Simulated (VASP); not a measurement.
Set up this calculation in VASP 6.6.1, as the native input.

```
Task                   : single point
Functional             : PBE
Potentials or basis    : VASP PAW PBE potentials, release 64 (Ti_sv, C)
Cutoff                 : 520 eV
k mesh                 : 6 × 6 × 4
Occupations            : gaussian, width 0.1 eV
Spin                   : no spin polarisation
Dipole correction      : no
Further INCAR settings : ALGO = Normal; EDIFF = 1e-07; NBANDS = 47
```

The structure of Ti6C lies in POSCAR:

```
Ti6C
1.0
    7.5921274558      0.0000000000      0.0000000000
   -3.7960637279      6.5749752455      0.0000000000
    0.0000000000      0.0000000000      2.5104428961
Ti C
6 1
Direct
    0.3165984453      0.0000000000      0.5000000000
    0.0000000000      0.3165984453      0.5000000000
    0.6834015547      0.6834015547      0.5000000000
    0.6834015547      0.0000000000      0.5000000000
    0.0000000000      0.6834015547      0.5000000000
    0.3165984453      0.3165984453      0.5000000000
    0.0000000000      0.0000000000      0.0000000000
```

The cell was generated, and may not be a known phase.

The input as run:

INCAR

```
SYSTEM = Ti6C
PREC = Accurate ; ENCUT = 520
EDIFF = 1E-7 ; ISMEAR = 0
SIGMA = 0.1 ; LREAL = .FALSE.
LASPH = .TRUE. ; NELM = 60
ALGO = Normal ; ISIF = 2
LWAVE = .FALSE. ; LCHARG = .FALSE.
GGA = PE ; NBANDS = 47
```

KPOINTS

```
Automatic mesh
0
G
  6 6 4
  0 0 0
```

Potentials or basis: VASP PAW PBE potentials, release 64 (Ti_sv, C).

Run with:

```console
$ cat potpaw_PBE.64/Ti_sv/POTCAR potpaw_PBE.64/C/POTCAR > POTCAR
$ mpirun -np 1 vasp_std > vasp.out
```

It gave:

The pressure is 0.1 GPa, the largest force is 0.050 eV/Å and the band gap on the k mesh is zero (bands 38 and 39 overlap by 1.28 eV).

Caveat: the k points lie up to 0.63 Å⁻¹ apart, too coarse for converged energies and pressures of a metal.

Run time: 61 s on 1 thread of Intel(R) Xeon(R) 6975P-C (Granite Rapids) (shared host), peak memory 0.28 GiB.
